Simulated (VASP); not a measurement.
# W (P6/mmm) in VASP: a series of runs

W is run at these levels: PBE; tasks: single point.

Program: VASP 6.6.1. These are calculated values, not measurements. Logs are shortened: lines on timing, memory, paths and dates and some standing lists are left out, and cuts for length are marked.

**1. The cell of the first run**

The structure is hexagonal, space group P6/mmm (No. 191). The conventional cell has a = 4.638 Å, b = 4.638 Å, c = 2.586 Å, α = 90.00°, β = 90.00°, γ = 120.00°. Within 3.4 Å of W (site symmetry 6/mmm) lie 14 W at 2.59 to 2.97 Å. W (site symmetry -6m2) has 11 W at 2.59 to 2.97 Å within 3.4 Å.

This isn't the form of W at room conditions, which is bcc.

**2. Single point, PBE**

File INCAR:

```
  ALGO = Normal
  EDIFF = 1E-6
  ENCUT = 520
  GGA = PE
  ISIF = 2
  ISMEAR = -1
  LASPH = T
  LCHARG = T
  LELF = T
  LREAL = F
  LVHAR = T
  LWAVE = F
  NBANDS = 28
  NELM = 100
  PREC = Accurate
  SIGMA = 0.08
```

File KPOINTS:

```
k-points
0
Gamma
  8 8 11
```

File POSCAR:

```
W
1.0
    4.6379062511      0.0000000000      0.0000000000
   -2.3189531256      4.0165446338      0.0000000000
    0.0000000000      0.0000000000      2.5856530507
W
3
Direct
    0.0000000000      0.0000000000      0.0000000000
    0.3333333333      0.6666666667      0.5000000000
    0.6666666667      0.3333333333      0.5000000000
```

Potentials or basis: VASP PAW PBE potentials, release 64 (W_sv).

Command:

```console
$ cat potpaw_PBE.64/W_sv/POTCAR > POTCAR
$ mpirun -np 1 vasp_std > vasp.out
```

OUTCAR:

```text
EDIFF = 1E-6
   ENCUT = 520
   GGA = PE
   ISIF = 2
   ISMEAR = -1
   LASPH = T
   LREAL = F
   NELM = 100
   PREC = Accurate

 ion  position               nearest neighbor table
   1  0.000  0.000  0.000-   2 2.97   3 2.97   2 2.97   3 2.97   3 2.97   3 2.97   2 2.97   2 2.97
                             3 2.97   3 2.97   2 2.97   2 2.97
   2  0.333  0.667  0.500-   3 2.68   3 2.68   3 2.68   1 2.97   1 2.97   1 2.97   1 2.97   1 2.97
                             1 2.97
   3  0.667  0.333  0.500-   2 2.68   2 2.68   2 2.68   1 2.97   1 2.97   1 2.97   1 2.97   1 2.97
                             1 2.97

  LATTYP: Found a hexagonal cell.
 ALAT       =     4.6379062511
 C/A-ratio  =     0.5575043804

  Lattice vectors:

 A1 = (   4.6379062511,   0.0000000000,   0.0000000000)
 A2 = (  -2.3189531256,   4.0165446338,   0.0000000000)
 A3 = (   0.0000000000,   0.0000000000,   2.5856530507)

Analysis of symmetry for initial positions (statically):
=====================================================================
 Subroutine PRICEL returns:
 Original cell was already a primitive cell.

 Routine SETGRP: Setting up the symmetry group for a
 hexagonal supercell.

 Subroutine GETGRP returns: Found 24 space group operations
 (whereof 24 operations were pure point group operations)
 out of a pool of 24 trial point group operations.

The static configuration has the point symmetry D_6h.

Analysis of symmetry for dynamics (positions and initial velocities):
=====================================================================
 Subroutine PRICEL returns:
 Original cell was already a primitive cell.

 Routine SETGRP: Setting up the symmetry group for a
 hexagonal supercell.

 Subroutine GETGRP returns: Found 24 space group operations
 (whereof 24 operations were pure point group operations)
 out of a pool of 24 trial point group operations.

The dynamic configuration has the point symmetry D_6h.

 Subroutine INISYM returns: Found 24 space group operations
 (whereof 24 operations are pure point group operations),
 and found     1 'primitive' translations

----------------------------------------------------------------------------------------

                                     Primitive cell

  volume of cell :      48.1665

  direct lattice vectors                    reciprocal lattice vectors
     4.637906251  0.000000000  0.000000000     0.215614535  0.124485110  0.000000000
    -2.318953126  4.016544634  0.000000000     0.000000000  0.248970220  0.000000000
     0.000000000  0.000000000  2.585653051     0.000000000  0.000000000  0.386749491

  length of vectors
     4.637906251  4.637906251  2.585653051     0.248970220  0.248970220  0.386749491

  position of ions in fractional coordinates (direct lattice)
     0.000000000  0.000000000  0.000000000
     0.333333333  0.666666667  0.500000000
     0.666666667  0.333333333  0.500000000

  ion indices of the primitive-cell ions
   primitive index   ion index
                 1           1
                 2           2
                 3           3

----------------------------------------------------------------------------------------

 KPOINTS: k-points

Automatic generation of k-mesh.
 Grid dimensions read from file:
 generate k-points for:    8    8   11

 Generating k-lattice:

  Cartesian coordinates                     Fractional coordinates (reciprocal lattice)
     0.026951817  0.015560639  0.000000000     0.125000000  0.000000000  0.000000000
     0.000000000  0.031121277  0.000000000     0.000000000  0.125000000  0.000000000
     0.000000000  0.000000000  0.035159045     0.000000000  0.000000000  0.090909091

  Length of vectors
     0.031121277  0.031121277  0.035159045

  Shift w.r.t. Gamma in fractional coordinates (k-lattice)
     0.000000000  0.000000000  0.000000000

 Subroutine IBZKPT returns following result:
 ===========================================

 Found     60 irreducible k-points:

 Following reciprocal coordinates:
            Coordinates               Weight
  0.000000  0.000000  0.000000      1.000000
  0.125000 -0.000000  0.000000      6.000000
  0.250000 -0.000000  0.000000      6.000000
  0.375000 -0.000000  0.000000      6.000000
  0.500000 -0.000000  0.000000      3.000000
  0.125000  0.125000  0.000000      6.000000
[... 16 lines left out ...]
  0.250000 -0.000000  0.181818     12.000000
  0.375000 -0.000000  0.181818     12.000000
 [... further k-points ...]
   k-points           NKPTS =     60   k-points in BZ     NKDIM =     60   number of bands    NBANDS=     28
   number of dos      NEDOS =    301   number of ions     NIONS =      3
   total plane-waves  NPLWV =  25920
   dimension x,y,z NGX =    36 NGY =   36 NGZ =   20
   dimension x,y,z NGXF=    72 NGYF=   72 NGZF=   40
   ions per type =               3
   NGX,Y,Z   is equivalent  to a cutoff of  12.90, 12.90, 12.86 a.u.
   NGXF,Y,Z  is equivalent  to a cutoff of  25.81, 25.81, 25.72 a.u.
 SYSTEM =  unknown system
   PREC   = accura    normal or accurate (medium, high low for compatibility)
   ISTART =      0    job   : 0-new  1-cont  2-samecut
   ICHARG =      2    charge: 1-file 2-atom 10-const
   ISPIN  =      1    spin polarized calculation?
   LNONCOLLINEAR =      F non collinear calculations
   LSORBIT =      F    spin-orbit coupling
   LASPH  =      T    aspherical Exc in radial PAW
   ENCUT  =  520.0 eV  38.22 Ry    6.18 a.u.   8.62  8.62  4.81*2*pi/ulx,y,z
   NELM   =    100;   NELMIN=  2; NELMDL= -5     # of ELM steps
   EDIFF  = 0.1E-05   stopping-criterion for ELM
   LREAL  =      F    real-space projection
   EDIFFG = 0.1E-04   stopping-criterion for IOM
   NSW    =      0    number of steps for IOM
   IBRION =     -1    ionic relax: 0-MD 1-quasi-New 2-CG
   NFREE  =      0    steps in history (QN), initial steepest desc. (CG)
   ISIF   =      2    stress and relaxation
   ISYM   =      2    0-nonsym 1-usesym 2-fastsym
   POTIM  = 0.5000    time-step for ionic-motion
   TEBEG  =    0.0;   TEEND  =   0.0 temperature during run
   PSTRESS=    0.0 pullay stress
   NELECT =      42.0000    total number of electrons
   NUPDOWN=      -1.0000    fix difference up-down
   EMIN   =  10.00;   EMAX   =-10.00  energy-range for DOS
   EFERMI =   0.00;   METHOD = LEGACY
   ISMEAR =    -1;   SIGMA  =   0.08  broadening in eV -4-tet -1-fermi 0-gaus
   EFERMI_NEDOS =   21; number of points for ismear=-14 and -15
   IALGO  =     38    algorithm
   IMIX   =      4    mixing-type and parameters
     AMIX     =   0.40;   BMIX     =  1.00
     AMIX_MAG =   1.60;   BMIX_MAG =  1.00
  volume/ion in A,a.u.               =      16.06       108.35
  Fermi-wavevector in a.u.,A,eV,Ry     =   1.564022  2.955574 33.282113  2.446166
  Thomas-Fermi vector in A             =   2.666708
   LORBIT       =      0    0 simple, 1 ext, 2 COOP (PROOUT), +10 PAW based schemes
   GGA     = PE    functional components
   LHFCALC =     F    Hartree Fock is set to
   AEXX    =    0.0000 exact exchange contribution
   IVDW    =     0    specifies the selected vdW correction
   LEPSILON=     F    determine dielectric tensor
   LRPA    =     F    only Hartree local field effects (RPA)
 non-spin polarized calculation
  energy-cutoff  :      520.00
  volume of cell :       48.17
 maximum number of plane-waves:      1318
 NGX is ok and might be reduce to    36
   NGX = 17   NGY = 17   NGZ =  9

 number of electron      42.0000013 magnetization

 Free energy of the ion-electron system (eV)
  ---------------------------------------------------
  ext. energy  EPLUGINS =         0.00000000
  ---------------------------------------------------
  free energy    TOTEN  =       -37.21193375 eV

  energy without entropy =      -37.12402343  energy(sigma->0) =      -37.16797859

 E-fermi :  11.0330     XC(G=0): -13.5418

 val. band max:       11.0274773802   @ k =   0.3750  -0.0000   0.2727
 cond. band min:      11.0360339204   @ k =   0.2500  -0.0000   0.4545
 fundamental gap:      0.0085565402
 Fermi energy:        11.0330005591

 k-point     1 :       0.0000    0.0000    0.0000
  band No.  band energies     occupation
      1     -62.9175      2.00000
      2     -62.7652      2.00000
      3     -62.6598      2.00000
      4     -27.3606      2.00000
      5     -27.3606      2.00000
      6     -27.2732      2.00000
[... 20 lines left out ...]
     27      16.5698      0.00000
     28      16.5698      0.00000

 k-point     2 :       0.1250   -0.0000    0.0000
  band No.  band energies     occupation
      1     -62.9155      2.00000
      2     -62.7632      2.00000
      3     -62.6639      2.00000
      4     -27.4553      2.00000
      5     -27.4265      2.00000
      6     -27.1685      2.00000
[... 20 lines left out ...]
     27      16.1926      0.00000
     28      16.5135      0.00000

 k-point     3 :       0.2500   -0.0000    0.0000
  band No.  band energies     occupation
      1     -62.9110      2.00000
      2     -62.7568      2.00000
      3     -62.6751      2.00000
      4     -27.5584      2.00000
      5     -27.4390      2.00000
      6     -27.0378      2.00000
[... 20 lines left out ...]
     27      15.3179      0.00000
     28      16.3406      0.00000

 k-point     4 :       0.3750   -0.0000    0.0000
  band No.  band energies     occupation
      1     -62.9066      2.00000
      2     -62.7465      2.00000
      3     -62.6899      2.00000
      4     -27.6265      2.00000
      5     -27.3568      2.00000
      6     -27.0130      2.00000
[... 578 lines left out ...]
     27      15.0723      0.00000
     28      15.4555      0.00000

 k-point    23 :       0.2500   -0.0000    0.1818
  band No.  band energies     occupation
      1     -62.8746      2.00000
      2     -62.7237      2.00000
      3     -62.6408      2.00000
      4     -27.4666      2.00000
      5     -27.3656      2.00000
      6     -27.0040      2.00000
[... 20 lines left out ...]
     27      14.2390      0.00000
     28      15.4678      0.00000

 k-point    24 :       0.3750   -0.0000    0.1818
  band No.  band energies     occupation
      1     -62.8714      2.00000
      2     -62.7122      2.00000
      3     -62.6556      2.00000
      4     -27.5272      2.00000
      5     -27.3048      2.00000
      6     -27.0412      2.00000
[... 20 lines left out ...]
     27      14.3366      0.00000
     28      15.8170      0.00000

 [... further k-points ...]

------------------------ aborting loop because EDIFF is reached ----------------------------------------

  FORCE on cell =-STRESS in cart. coord.  units (eV):
  Direction    XX          YY          ZZ          XY          YZ          ZX
  --------------------------------------------------------------------------------------
  -------------------------------------------------------------------------------------
  Total        2.7627680      2.7627680      2.9370507     -0.0000000     -0.0000000      0.0000000
  in kB       91.8988746     91.8988746     97.6960973     -0.0000000     -0.0000000      0.0000000
  external PRESSURE =      93.8312822 kB  Pullay stress =       0.0000000 kB

 VOLUME and BASIS-vectors are now :
 -----------------------------------------------------------------------------
  energy-cutoff  :      520.00
  volume of cell :       48.17
      direct lattice vectors                 reciprocal lattice vectors
     4.637906251  0.000000000  0.000000000     0.215614535  0.124485110  0.000000000
    -2.318953126  4.016544634  0.000000000     0.000000000  0.248970220  0.000000000
     0.000000000  0.000000000  2.585653051     0.000000000  0.000000000  0.386749491

 POSITION                                       TOTAL-FORCE (eV/Angst)
 -----------------------------------------------------------------------------------
      0.00000      0.00000      0.00000        -0.000000      0.000000     -0.000000
     -0.00000      2.67770      1.29283        -0.000000     -0.000000      0.000000
      2.31895      1.33885      1.29283         0.000000      0.000000     -0.000000
 -----------------------------------------------------------------------------------
    total drift:                                0.000000      0.000000     -0.000000

  FREE ENERGIE OF THE ION-ELECTRON SYSTEM (eV)
  ---------------------------------------------------
  free  energy   TOTEN  =       -37.2119337536 eV

  energy  without entropy=      -37.1240234346  energy(sigma->0) =      -37.16797859
```

It took 97 s on 1 thread of Intel Xeon 8259CL, shared host; peak memory 0.2 GiB.

Results:

```
Free energy            : -37.2119 eV
Pressure               : 9.4 GPa
Band gap on the k mesh : zero (bands 21 and 22 overlap by 0.70 eV)
```

Stress tensor (GPa, compression positive):
```
9.19 0.00 0.00
0.00 9.19 0.00
0.00 0.00 9.77
```

Caveat: the cell stands under pressure; spin-orbit coupling is left out, which moves the levels of the heavy elements.

**3. Single point, PBE**

File INCAR:

```
PREC = Accurate
ENCUT = 520
EDIFF = 1E-6
ISMEAR = -1
SIGMA = 0.08
LREAL = False
LASPH = True
NELM = 100
ALGO = Normal
ISIF = 2
LWAVE = False
LCHARG = True
GGA = PE
LELF = True
LVHAR = True
NBANDS = 28
```

File KPOINTS:

```
regular mesh
0
Gamma
  8 8 11
```

File POSCAR:

```
W
1.0
    4.6381044738      0.0000000000      0.0000000000
   -2.3190522369      4.0167162997      0.0000000000
    0.0000000000      0.0000000000      2.5856563492
W
3
Direct
    0.0000000000      0.0000000000      0.0000000000
    0.3333333333      0.6666666667      0.5000000000
    0.6666666667      0.3333333333      0.5000000000
```

Potentials or basis: VASP PAW PBE potentials, release 64 (W_sv).

Command:

```console
$ cat potpaw_PBE.64/W_sv/POTCAR > POTCAR
$ mpirun -np 1 vasp_std > vasp.out
```

Run time: 97 s. Hardware: 1 thread of Intel Xeon 8259CL, shared host; peak memory 0.21 GiB.

Results (log left out):

```yaml
Free_energy: -37.2122 eV
Pressure: 9.4 GPa
Band_gap_on_the_k_mesh: zero (bands 21 and 22 overlap by 0.70 eV)
```

Stress tensor (GPa, compression positive):
```
9.16 0.00 0.00
0.00 9.16 0.00
0.00 0.00 9.76
```

Levels at points of the mesh, in eV from the Fermi level:
| k point | band 17 | band 18 | band 19 | band 20 | band 21 | band 22 | band 23 | band 24 | band 25 | band 26 |
| --- | --- | --- | --- | --- | --- | --- | --- | --- | --- | --- |
| (0.00, 0.00, 0.00) | -2.53 | -2.49 | -2.49 | -2.30 | -0.30 | -0.30 | 2.21 | 2.21 | 2.25 | 2.25 |
| (0.50, 0.00, 0.00) | -3.22 | -2.86 | -2.28 | -2.14 | 0.40 | 1.01 | 2.46 | 2.48 | 2.51 | 3.20 |

Caveat: the cell stands under pressure; spin-orbit coupling is left out, which moves the levels of the heavy elements.
